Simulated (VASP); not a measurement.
Here is a VASP 6.6.1 calculation.

INCAR

```
SYSTEM = Sc
  PREC = Accurate
  ENCUT = 520
  EDIFF = 1E-6
  ISMEAR = -1
  SIGMA = 0.08
  LREAL = .FALSE.
  LASPH = .TRUE.
  NELM = 80
  ALGO = Normal
  ISIF = 2
  LWAVE = .FALSE.
  LCHARG = .FALSE.
  GGA = PE
  NBANDS = 18
```

File KPOINTS:

```
Automatic mesh
0
G
  11 11 8
  0 0 0
```

POSCAR

```
Sc
1.0
    2.3125339659      2.3125339659      0.0000000000
   -2.3125339659      2.3125339659      0.0000000000
    0.0000000000      0.0000000000      4.6250679318
Sc
2
Direct
    0.0000000000      0.0000000000      0.0000000000
    0.5000000000      0.5000000000      0.5000000000
```

Potentials or basis: VASP PAW PBE potentials, release 64 (Sc_sv).

Launch:

```console
$ cat potpaw_PBE.64/Sc_sv/POTCAR > POTCAR
$ mpirun -np 1 vasp_std > vasp.out
```

Question: Predict the pressure.

Answer: 0.0 GPa.

Question: What does it give for the band gap on the k mesh?

Answer: Zero (bands 11 and 12 overlap by 0.94 eV).
